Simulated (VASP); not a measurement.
**SrO: relaxation of cell and atoms with PBE**

SrO:

```
Sr O
1.0
     0.00000    2.56500    2.56500
     2.56500    0.00000    2.56500
     2.56500    2.56500    0.00000
Sr O
1 1
Direct
  0.00000 0.00000 0.00000
  0.50000 0.50000 0.50000
```

* Program: VASP 6.6.1
* Task: relaxation of cell and atoms
* Functional: PBE
* Potentials or basis: VASP PAW PBE potentials, release 64 (Sr_sv, O)
* Cutoff: 600 eV
* k mesh: 8 × 8 × 8
* Occupations: gaussian, width 0.02 eV
* Spin: no spin polarisation
* Dipole correction: no
* Further INCAR settings: ALGO = Normal; EDIFF = 1e-07; IBRION = 2; EDIFFG = -0.002; NSW = 100; ISIF = 3

```yaml
Relaxed_volume: 17.62 Å³/atom
Relaxed_cell: a = 3.680 Å, b = 3.680 Å, c = 3.680 Å, α = 60.00°, β = 60.00°, γ = 60.00°
Space_group_after_relaxing_to_0.1_Å: Fm-3m (No. 225)
Energy_gained_by_relaxing: 8.9 meV/atom
Ionic_steps: 3
Pressure_after_relaxing: 0.0 GPa
Band_gap_on_the_k_mesh: 3.28 eV (least direct gap 3.39 eV)
```

Step by step:
```tsv
step	energy change (eV)	largest force (eV/Å)	pressure (GPa)	volume (Å³)
1	0.0000	0.0000	3.98	33.75
2	-0.0150	0.0000	-1.38	35.84
3	-0.0177	0.0000	0.01	35.23
```

Final structure:
```
Sr O
1.0
     0.00000    2.60198    2.60198
     2.60198    0.00000    2.60198
     2.60198    2.60198    0.00000
Sr O
1 1
Direct
  0.00000 0.00000 0.00000
  0.50000 0.50000 0.50000
```

Levels at points of the mesh, in eV from the valence-band top:
```csv
k point,band 6,band 7,band 8,band 9,band 10,band 11
"(0.00, 0.00, 0.00)",0.00,0.00,0.00,3.73,6.13,6.13
"(0.50, 0.00, 0.00)",-2.10,-1.07,-1.07,6.40,8.17,8.64
"(0.50, 0.50, 0.00)",-0.49,-0.11,-0.11,3.28,7.54,9.94
```

It took 110 s on 1 thread of Intel Xeon 8259CL (shared host), peak memory 0.18 GiB.

A k mesh can miss the band edges.
